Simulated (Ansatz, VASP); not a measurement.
Given: the input of a run of VASP 6.6.1 on C.

File POSCAR:

```
C
1.0
    1.2198057890     -2.1127858072      0.0000000000
    1.2198057890      2.1127858072      0.0000000000
    0.0000000000      0.0000000000      7.1251235727
C
4
Direct
    0.9166205400      0.0833794600      0.7531376000
    0.4166205400      0.5833794600      0.2468624000
    0.0833794600      0.9166205400      0.2468624000
    0.5833794600      0.4166205400      0.7531376000
```

The input INCAR.step1:

```
SYSTEM = C
PREC = Accurate
ENCUT = 520
ISMEAR = -1
SIGMA = 0.05
LREAL = .False.
LASPH = .True.
NELM = 80
NBANDS = 16
GGA = PE
ALGO = Normal
EDIFF = 1E-4
LWAVE = .True.
LCHARG = .False.
```

File INCAR.step2:

```
SYSTEM = C
PREC = Accurate
ENCUT = 520
EDIFF = 1E-6
ISMEAR = -1
SIGMA = 0.05
LREAL = .False.
LASPH = .True.
NELM = 80
ALGO = Normal
ISIF = 2
LWAVE = .False.
LCHARG = .True.
METAGGA = R2SCAN
LMIXTAU = .True.
LELF = .True.
LVHAR = .True.
NBANDS = 16
ISTART = 1
```

Contents of KPOINTS:

```
regular mesh
0
Gamma
  12 12 4
  0 0 0
```

Potentials or basis: VASP PAW PBE potentials, release 64 (C).

The run is started by

```console
$ cat potpaw_PBE.64/C/POTCAR > POTCAR
$ cp INCAR.step1 INCAR
$ mpirun -np 1 vasp_std > vasp.out
$ cp INCAR.step2 INCAR
$ mpirun -np 1 vasp_std > vasp.out
```

**Question.** Translate it to Ansatz 0.2.0. Potentials there: Ansatz PAW.

**Answer.** As run (the cutoff follows the program's own potentials):

The input input.yaml:

```yaml
crystal:
  lattice:
    - [1.219805789, -2.1127858072, 0.0]
    - [1.219805789, 2.1127858072, 0.0]
    - [0.0, 0.0, 7.1251235727]
  atoms:
    - { symbol: C, position: [0.91662054, 0.08337946, 0.7531376] }
    - { symbol: C, position: [0.41662054, 0.58337946, 0.2468624] }
    - { symbol: C, position: [0.08337946, 0.91662054, 0.2468624] }
    - { symbol: C, position: [0.58337946, 0.41662054, 0.7531376] }
hamiltonian:
  xc: r2scan
  pseudopotentials: { kind: paw }
kpoints:
  mp_grid: { grid: [12, 12, 4] }
scf:
  occupations: { method: fermi_dirac, width: 0.05 }
output:
  forces: true
  stress: true
  eigenvalues: true
```

Potentials or basis: Ansatz PAW.

The run is started by

```sh
$ ansatz run input.yaml --threads 2 --pin off --max-ram 5632MiB --backend cpu --events-out ev --progress --plain --runs-dir out
```

Both were run:

|  | VASP | Ansatz | Ansatz less VASP |
| --- | --- | --- | --- |
| gap on the k mesh at the Fermi level (eV) | 0.03 | 0.03 | 0.000 |
| least direct gap on the mesh (eV) | 0.03 | 0.03 | 0.000 |
| pressure (GPa) | 6.2 | 5.5 | -0.65 |
| traceless stress, the component that is largest in VASP (GPa) | -6.44 | -5.68 | +0.760 |
| rms of the force components (eV/Å) | 0.013 | 0.013 | -0.0001 |

VASP's potentials were made for PBE, not for r2SCAN. Atom by atom the forces differ by 0.000 eV/Å (rms over components).
